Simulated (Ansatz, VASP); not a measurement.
Pb: VASP beside Ansatz

```
CELL_PARAMETERS angstrom
-2.79188 2.79188 1.49511
2.79188 -2.79188 1.49511
2.79188 2.79188 -1.49511
ATOMIC_POSITIONS crystal
Pb 0.62500 0.87500 0.75000
Pb 0.37500 0.12500 0.25000
```

Change from the starting cell: volume scaled by 0.7, LAPW.

Alike in both runs: task single point; functional PBE; k mesh 14 × 14 × 14; occupations fermi-dirac, width 0.05 eV; no spin polarisation.

|  | VASP | Ansatz |
| --- | --- | --- |
| version | VASP 6.6.1 | Ansatz 0.2.0 |
| potentials or method | VASP PAW PBE potentials, release 64 (Pb_d), cutoff 520 eV | all-electron LAPW, scalar-relativistic |

VASP gave:

| Property | Result |
| --- | --- |
| pressure (GPa) | 31.4 |
| traceless stress, the component that is largest in VASP (GPa) | -0.13 |

**Question.** What did Ansatz give for the same quantities?

**Answer.** Pressure (GPa): 31.5; traceless stress, the component that is largest in VASP (GPa): -0.13.

Both programs put the cell under a high pressure, so it lies far from rest at this level. Ansatz ran all-electron here, and VASP with PAW potentials.

Neither program's run includes spin-orbit coupling.
